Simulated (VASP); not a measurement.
# Rh in VASP: notebook

The runs below take Rh through single point, with PBE.

All numbers are computed with VASP 6.6.1; they aren't measurements. Logs are shortened: lines on timing, memory, paths and dates and some standing lists are left out, and cuts for length are marked.

### 1 The cell of the first run

The cell holds a slab with vacuum, 18 atoms: a = 11.400 Å, b = 5.374 Å, c = 13.687 Å, α = 90.00°, β = 90.00°, γ = 90.00°.

### 2 Single point, PBE

The input, INCAR:

```
SYSTEM = Rh
PREC = Accurate ; ENCUT = 520
EDIFF = 1E-7 ; ISMEAR = -1
SIGMA = 0.1 ; LREAL = Auto
LASPH = .True. ; NELM = 100
ALGO = Normal ; ISIF = 2
LWAVE = .False. ; LCHARG = .False.
GGA = PE ; NBANDS = 150
```

The input, KPOINTS:

```
regular mesh
0
Gamma
  1 2 1
  0 0 0
```

The input, POSCAR:

```
Rh
1.0
   11.4000000000      0.0000000000      0.0000000000
    0.0000000000      5.3740120000      0.0000000000
    0.0000000000      0.0000000000     13.6870060000
Rh
18
Direct
    0.0000000000      0.0000000000      0.0730619976
    0.3333333333      0.0000000000      0.0730619976
    0.6666666667      0.0000000000      0.0730619976
    0.0000000000      0.4999988835      0.0730619976
    0.3333333333      0.4999988835      0.0730619976
    0.6666666667      0.4999988835      0.0730619976
    0.1710701754      0.2506321162      0.1680645132
    0.5153421053      0.2841452531      0.1592532362
    0.8467807018      0.2382391405      0.1468765338
    0.1802631579      0.7391870357      0.1673704242
    0.5030701754      0.7549108562      0.1531963966
    0.8270000000      0.7461836706      0.1604587592
    0.0034210526      0.0052288681      0.2600057310
    0.3503947368      0.0050055713      0.2576823595
    0.6834736842      0.0123929757      0.2555708677
    0.0167807018      0.5308138501      0.2499597063
    0.3621842105      0.4953096495      0.2615400329
    0.6739122807      0.5557672741      0.2533059458
```

Potentials or basis: VASP PAW PBE potentials, release 64 (Rh_pv).

On the command line:

```sh
$ cat potpaw_PBE.64/Rh_pv/POTCAR > POTCAR
$ mpirun -np 1 vasp_std > vasp.out
```

OUTCAR:

```text
SYSTEM = Rh
   PREC = Accurate
   ENCUT = 520
   EDIFF = 1E-7
   ISMEAR = -1
   LREAL = Auto
   LASPH = .True.
   NELM = 100
   ISIF = 2
   GGA = PE

 ion  position               nearest neighbor table
   1  0.000  0.000  0.073-   9 2.39  13 2.56  12 2.68   4 2.69   4 2.69   7 2.70  10 2.80
   2  0.333  0.000  0.073-  14 2.53  10 2.58  11 2.58   7 2.63   5 2.69   5 2.69   8 2.83
   3  0.667  0.000  0.073-  15 2.51  11 2.53  12 2.58   8 2.59   9 2.62   6 2.69   6 2.69
   4  0.000  0.500  0.073-  16 2.43   9 2.46  12 2.66   1 2.69   1 2.69   7 2.70  10 2.75
   5  0.333  0.500  0.073-  10 2.52  17 2.60  11 2.61   7 2.63   8 2.65   2 2.69   2 2.69
   6  0.667  0.500  0.073-   8 2.39  18 2.49  12 2.55  11 2.56   9 2.69   3 2.69   3 2.69
   7  0.171  0.251  0.168-  16 2.57  10 2.63   5 2.63   2 2.63  13 2.64   4 2.70   1 2.70  14 2.73
                            10 2.75  17 2.85
   8  0.515  0.284  0.159-   6 2.39  17 2.51  11 2.54   3 2.59   5 2.65  18 2.66  15 2.75  14 2.76
                             2 2.83  11 2.85
   9  0.847  0.238  0.147-   1 2.39   4 2.46   3 2.62  12 2.66  15 2.67  13 2.67   6 2.69  12 2.75
                            16 2.87  18 2.99
  10  0.180  0.739  0.167-  16 2.45   5 2.52   2 2.58   7 2.63  14 2.71   4 2.75   7 2.75  17 2.77
                            13 2.78   1 2.80
  11  0.503  0.755  0.153-   3 2.53   8 2.54   6 2.56   2 2.58  17 2.59  18 2.61   5 2.61  14 2.62
                            15 2.85   8 2.85
  12  0.827  0.746  0.160-  18 2.39  15 2.53   6 2.55   3 2.58   4 2.66   9 2.66   1 2.68  16 2.74
                             9 2.75  13 2.80
  13  0.003  0.005  0.260-  16 2.56   1 2.56   7 2.64   9 2.67  10 2.78  12 2.80  16 2.83
  14  0.350  0.005  0.258-   2 2.53  11 2.62  17 2.64  10 2.71   7 2.73  17 2.74   8 2.76
  15  0.683  0.012  0.256-  18 2.46   3 2.51  12 2.53   9 2.67   8 2.75  11 2.85  18 2.92
  16  0.017  0.531  0.250-   4 2.43  10 2.45  13 2.56   7 2.57  12 2.74  13 2.83   9 2.87
  17  0.362  0.495  0.262-   8 2.51  11 2.59   5 2.60  14 2.64  14 2.74  10 2.77   7 2.85
  18  0.674  0.556  0.253-  12 2.39  15 2.46   6 2.49  11 2.61   8 2.66  15 2.92   9 2.99

  LATTYP: Found a simple orthorhombic cell.
 ALAT       =     5.3740120000
 B/A-ratio  =     2.1213201608
 C/A-ratio  =     2.5468878745

  Lattice vectors:

 A1 = (   0.0000000000,  -5.3740120000,   0.0000000000)
 A2 = (  11.4000000000,   0.0000000000,   0.0000000000)
 A3 = (   0.0000000000,   0.0000000000,  13.6870060000)

Analysis of symmetry for initial positions (statically):
=====================================================================
 Subroutine PRICEL returns:
 Original cell was already a primitive cell.

 Routine SETGRP: Setting up the symmetry group for a
 simple orthorhombic supercell.

 Subroutine GETGRP returns: Found  1 space group operations
 (whereof  1 operations were pure point group operations)
 out of a pool of  8 trial point group operations.

The static configuration has the point symmetry C_1 .

Analysis of symmetry for dynamics (positions and initial velocities):
=====================================================================
 Subroutine PRICEL returns:
 Original cell was already a primitive cell.

 Routine SETGRP: Setting up the symmetry group for a
 simple orthorhombic supercell.

 Subroutine GETGRP returns: Found  1 space group operations
 (whereof  1 operations were pure point group operations)
 out of a pool of  8 trial point group operations.

The dynamic configuration has the point symmetry C_1 .

 Subroutine INISYM returns: Found  1 space group operations
 (whereof  1 operations are pure point group operations),
 and found     1 'primitive' translations

----------------------------------------------------------------------------------------

                                     Primitive cell

  volume of cell :     838.5171

  direct lattice vectors                    reciprocal lattice vectors
    11.400000000  0.000000000  0.000000000     0.087719298  0.000000000  0.000000000
     0.000000000  5.374012000  0.000000000     0.000000000  0.186080716  0.000000000
     0.000000000  0.000000000 13.687006000     0.000000000  0.000000000  0.073061998

  length of vectors
    11.400000000  5.374012000 13.687006000     0.087719298  0.186080716  0.073061998

  position of ions in fractional coordinates (direct lattice)
     0.000000000  0.000000000  0.073061998
     0.333333333  0.000000000  0.073061998
     0.666666667  0.000000000  0.073061998
     0.000000000  0.499998883  0.073061998
     0.333333333  0.499998883  0.073061998
     0.666666667  0.499998883  0.073061998
[... 10 lines left out ...]
     0.362184210  0.495309650  0.261540033
     0.673912281  0.555767274  0.253305946

  ion indices of the primitive-cell ions
   primitive index   ion index
                 1           1
                 2           2
                 3           3
                 4           4
                 5           5
                 6           6
[... 10 lines left out ...]
                17          17
                18          18

----------------------------------------------------------------------------------------

 KPOINTS: regular mesh

Automatic generation of k-mesh.
 Grid dimensions read from file:
 generate k-points for:    1    2    1

 Generating k-lattice:

  Cartesian coordinates                     Fractional coordinates (reciprocal lattice)
     0.087719298  0.000000000  0.000000000     1.000000000  0.000000000  0.000000000
     0.000000000  0.093040358  0.000000000     0.000000000  0.500000000  0.000000000
     0.000000000  0.000000000  0.073061998     0.000000000  0.000000000  1.000000000

  Length of vectors
     0.087719298  0.093040358  0.073061998

  Shift w.r.t. Gamma in fractional coordinates (k-lattice)
     0.000000000  0.000000000  0.000000000

 Subroutine IBZKPT returns following result:
 ===========================================

 Found      2 irreducible k-points:

 Following reciprocal coordinates:
            Coordinates               Weight
  0.000000  0.000000  0.000000      1.000000
  0.000000  0.500000  0.000000      1.000000
   k-points           NKPTS =      2   k-points in BZ     NKDIM =      2   number of bands    NBANDS=    150
   number of dos      NEDOS =    301   number of ions     NIONS =     18
   total plane-waves  NPLWV = 388800
   dimension x,y,z NGX =    90 NGY =   40 NGZ =  108
   dimension x,y,z NGXF=   180 NGYF=   80 NGZF=  216
   ions per type =              18
   NGX,Y,Z   is equivalent  to a cutoff of  13.12, 12.37, 13.12 a.u.
   NGXF,Y,Z  is equivalent  to a cutoff of  26.25, 24.75, 26.24 a.u.
 SYSTEM =  Rh
   PREC   = accura    normal or accurate (medium, high low for compatibility)
   ISTART =      0    job   : 0-new  1-cont  2-samecut
   ICHARG =      2    charge: 1-file 2-atom 10-const
   ISPIN  =      1    spin polarized calculation?
   LNONCOLLINEAR =      F non collinear calculations
   LSORBIT =      F    spin-orbit coupling
   LASPH  =      T    aspherical Exc in radial PAW
   ENCUT  =  520.0 eV  38.22 Ry    6.18 a.u.  21.20  9.99 25.45*2*pi/ulx,y,z
   NELM   =    100;   NELMIN=  2; NELMDL= -5     # of ELM steps
   EDIFF  = 0.1E-06   stopping-criterion for ELM
   LREAL  =      T    real-space projection
   EDIFFG = 0.1E-05   stopping-criterion for IOM
   NSW    =      0    number of steps for IOM
   IBRION =     -1    ionic relax: 0-MD 1-quasi-New 2-CG
   NFREE  =      0    steps in history (QN), initial steepest desc. (CG)
   ISIF   =      2    stress and relaxation
   ISYM   =      2    0-nonsym 1-usesym 2-fastsym
   POTIM  = 0.5000    time-step for ionic-motion
   TEBEG  =    0.0;   TEEND  =   0.0 temperature during run
   PSTRESS=    0.0 pullay stress
   NELECT =     270.0000    total number of electrons
   NUPDOWN=      -1.0000    fix difference up-down
   EMIN   =  10.00;   EMAX   =-10.00  energy-range for DOS
   EFERMI =   0.00;   METHOD = LEGACY
   ISMEAR =    -1;   SIGMA  =   0.10  broadening in eV -4-tet -1-fermi 0-gaus
   EFERMI_NEDOS =   21; number of points for ismear=-14 and -15
   IALGO  =     38    algorithm
   IMIX   =      4    mixing-type and parameters
     AMIX     =   0.40;   BMIX     =  1.00
     AMIX_MAG =   1.60;   BMIX_MAG =  1.00
  volume/ion in A,a.u.               =      46.58       314.37
  Fermi-wavevector in a.u.,A,eV,Ry     =   1.122084  2.120432 17.130727  1.259073
  Thomas-Fermi vector in A             =   2.258742
   LORBIT       =      0    0 simple, 1 ext, 2 COOP (PROOUT), +10 PAW based schemes
   GGA     = PE    functional components
   LHFCALC =     F    Hartree Fock is set to
   AEXX    =    0.0000 exact exchange contribution
   IVDW    =     0    specifies the selected vdW correction
   LEPSILON=     F    determine dielectric tensor
   LRPA    =     F    only Hartree local field effects (RPA)
 non-spin polarized calculation
  energy-cutoff  :      520.00
  volume of cell :      838.52
 maximum number of plane-waves:     22584
 NGX is ok and might be reduce to    90
   NGX = 43   NGY = 19   NGZ = 51

 number of electron     270.0000010 magnetization

 Free energy of the ion-electron system (eV)
  ---------------------------------------------------
  ext. energy  EPLUGINS =         0.00000000
  ---------------------------------------------------
  free energy    TOTEN  =      -112.46972349 eV

  energy without entropy =     -111.24036800  energy(sigma->0) =     -111.85504574

 E-fermi :   0.4227     XC(G=0):  -5.5810

 val. band max:        0.4058956280   @ k =   0.0000   0.0000   0.0000
 cond. band min:       0.4270841417   @ k =   0.0000   0.5000   0.0000
 fundamental gap:      0.0211885137
 Fermi energy:         0.4227317067

 k-point     1 :       0.0000    0.0000    0.0000
  band No.  band energies     occupation
      1     -46.7806      2.00000
      2     -46.7378      2.00000
      3     -46.6711      2.00000
      4     -46.6490      2.00000
      5     -46.6151      2.00000
      6     -46.5848      2.00000
[... 139 lines left out ...]
    146       1.0809      0.00277
    147       1.1617      0.00123

 k-point     2 :       0.0000    0.5000    0.0000
  band No.  band energies     occupation
      1     -46.7193      2.00000
      2     -46.6927      2.00000
      3     -46.6196      2.00000
      4     -46.5891      2.00000
      5     -46.5408      2.00000
      6     -46.5253      2.00000
[... 139 lines left out ...]
    146       0.7306      0.08803
    147       0.7501      0.07295
 [bands above 147 left out]

------------------------ aborting loop because EDIFF is reached ----------------------------------------

  FORCE on cell =-STRESS in cart. coord.  units (eV):
  Direction    XX          YY          ZZ          XY          YZ          ZX
  --------------------------------------------------------------------------------------
  -------------------------------------------------------------------------------------
  Total        2.1029375    -13.1669151      6.2158674      1.3337860     -2.0189602    -10.4917045
  in kB        4.0181395    -25.1583802     11.8768257      2.5485010     -3.8576817    -20.0467831
  external PRESSURE =      -3.0878050 kB  Pullay stress =       0.0000000 kB

 VOLUME and BASIS-vectors are now :
 -----------------------------------------------------------------------------
  energy-cutoff  :      520.00
  volume of cell :      838.52
      direct lattice vectors                 reciprocal lattice vectors
    11.400000000  0.000000000  0.000000000     0.087719298  0.000000000  0.000000000
     0.000000000  5.374012000  0.000000000     0.000000000  0.186080716  0.000000000
     0.000000000  0.000000000 13.687006000     0.000000000  0.000000000  0.073061998

 POSITION                                       TOTAL-FORCE (eV/Angst)
 -----------------------------------------------------------------------------------
      0.00000      0.00000      1.00000         1.518503     -0.762583     -0.277193
      3.80000      0.00000      1.00000         0.329651      0.241003     -0.185380
      7.60000      0.00000      1.00000         0.242155      0.462117     -0.902980
      0.00000      2.68700      1.00000         0.794989      0.368690     -1.007891
      3.80000      2.68700      1.00000         0.434820     -0.249139     -0.007783
      7.60000      2.68700      1.00000         1.362651      0.214795     -1.622668
[... 10 lines left out ...]
      4.12890      2.66180      3.57970        -1.425171      0.330381     -0.184321
      7.68260      2.98670      3.46700        -0.756730     -2.296079      1.303604
 -----------------------------------------------------------------------------------
    total drift:                               -0.003776      0.005288      0.006923

  FREE ENERGIE OF THE ION-ELECTRON SYSTEM (eV)
  ---------------------------------------------------
  free  energy   TOTEN  =      -112.4697234900 eV

  energy  without entropy=     -111.2403679954  energy(sigma->0) =     -111.85504574
```

Run time: 17 min. Hardware: 1 thread of Intel Xeon Platinum 8259CL at 2.50GHz (Skylake/Cascade Lake), shared host; peak memory 0.8 GiB.

Results:

| Property | Result |
| --- | --- |
| Free energy | -112.4697 eV |
| Largest force | 3.021 eV/Å |
| Band gap on the k mesh | zero (bands 135 and 136 overlap by 0.35 eV) |

Forces in eV/Å, atoms in the order of the input:
```
Rh   1.519 -0.763 -0.277
Rh   0.330  0.241 -0.185
Rh   0.242  0.462 -0.903
Rh   0.795  0.369 -1.008
Rh   0.435 -0.249 -0.008
Rh   1.363  0.215 -1.623
Rh   0.640 -0.263  0.233
Rh  -1.388 -2.609  0.627
Rh  -1.908  1.195  1.291
Rh  -0.225  1.181  0.237
Rh  -0.235  1.046  0.470
Rh   2.560  0.465 -0.404
Rh   0.240  0.262 -0.805
Rh   0.014  0.069 -0.233
Rh  -0.657  1.388  0.075
Rh  -1.541 -1.044  1.393
Rh  -1.425  0.330 -0.184
Rh  -0.757 -2.296  1.304
```

Levels at points of the mesh, in eV from the Fermi level:
```
           k point  band 130  band 131  band 132  band 133  band 134  band 135  band 136  band 137  band 138  band 139
(0.00, 0.00, 0.00)     -0.13     -0.08     -0.02      0.09      0.14      0.19      0.20      0.23      0.27      0.29
(0.00, 0.50, 0.00)     -0.53     -0.53     -0.46     -0.39     -0.30     -0.21     -0.16     -0.06      0.00      0.06
```

Caveat: the k points lie up to 0.58 Å⁻¹ apart; the atoms stand as in a frame of molecular dynamics; there is no dipole correction, which matters where the two faces differ.

### 3 Single point, PBE

The input, INCAR:

```
SYSTEM = Rh
PREC = Accurate
ENCUT = 520
EDIFF = 1E-7
ISMEAR = -1
SIGMA = 0.1
LREAL = Auto
LASPH = .TRUE.
NELM = 60
ALGO = Normal
ISIF = 2
LWAVE = .FALSE.
LCHARG = .FALSE.
GGA = PE
NBANDS = 150
```

The input, KPOINTS:

```
regular mesh
0
G
  1 2 1
  0 0 0
```

The input, POSCAR:

```
Rh
1.0
   11.4000000000      0.0000000000      0.0000000000
    0.0000000000      5.3740120000      0.0000000000
    0.0000000000      0.0000000000     13.6870060000
Rh
18
Direct
    0.0000000000      0.0000000000      0.0730619976
    0.3333333333      0.0000000000      0.0730619976
    0.6666666667      0.0000000000      0.0730619976
    0.0000000000      0.4999988835      0.0730619976
    0.3333333333      0.4999988835      0.0730619976
    0.6666666667      0.4999988835      0.0730619976
    0.1696403509      0.2404907172      0.1679549202
    0.5144473684      0.2684958649      0.1553882566
    0.8438421053      0.2315216267      0.1542265708
    0.1777280702      0.7348141389      0.1705997645
    0.5128157895      0.7460906302      0.1668151530
    0.8354912281      0.7541293172      0.1562503881
   -0.0070350877      0.0097506295      0.2568786775
    0.3457543860      0.0157052124      0.2474609860
    0.6676754386      0.0222552536      0.2610212928
    0.0113070175      0.5274830052      0.2541023216
    0.3571140351      0.4792880998      0.2592093552
    0.6803157895      0.5420903414      0.2507853069
```

Potentials or basis: VASP PAW PBE potentials, release 64 (Rh_pv).

On the command line:

```sh
$ cat potpaw_PBE.64/Rh_pv/POTCAR > POTCAR
$ mpirun -np 1 vasp_std > vasp.out
```

Run time: 15 min. Hardware: 1 thread of Intel Xeon Platinum 8259CL at 2.50GHz (Skylake/Cascade Lake), shared host; peak memory 0.79 GiB.

Results (log left out):

| Item | Value |
| --- | --- |
| Free energy | -112.7838 eV |
| Largest force | 2.902 eV/Å |
| Band gap on the k mesh | zero (bands 135 and 136 overlap by 0.33 eV) |

Forces in eV/Å, atoms in the order of the input:
```
Rh   1.465 -0.499 -0.665
Rh   0.447 -0.164 -1.046
Rh   0.532  0.082 -0.604
Rh   0.690 -0.069 -0.447
Rh   0.411 -0.139  0.165
Rh   1.477  0.120 -1.774
Rh  -0.238  0.483  0.012
Rh  -1.366 -1.428  0.559
Rh  -1.848  2.206  0.375
Rh  -0.339  0.968  0.006
Rh  -1.398  1.337 -0.004
Rh   0.367 -0.346  0.265
Rh   1.182 -0.126  0.285
Rh   0.432 -1.010  1.649
Rh   0.653  0.215 -0.642
Rh  -1.104 -1.022  0.561
Rh  -1.057  0.960 -0.413
Rh  -0.308 -1.568  1.718
```

Levels at points of the mesh, in eV from the Fermi level:
```
           k point  band 133  band 134  band 135  band 136  band 137  band 138
(0.00, 0.00, 0.00)      0.07      0.13      0.19      0.20      0.22      0.25
(0.00, 0.50, 0.00)     -0.44     -0.41     -0.16     -0.14     -0.05      0.00
```

Caveat: the k points lie up to 0.58 Å⁻¹ apart; the atoms stand as in a frame of molecular dynamics; there is no dipole correction, which matters where the two faces differ.

[end of part 1 of 2]

The gap in the log of VASP goes by the Fermi energy; the results here count the filled bands.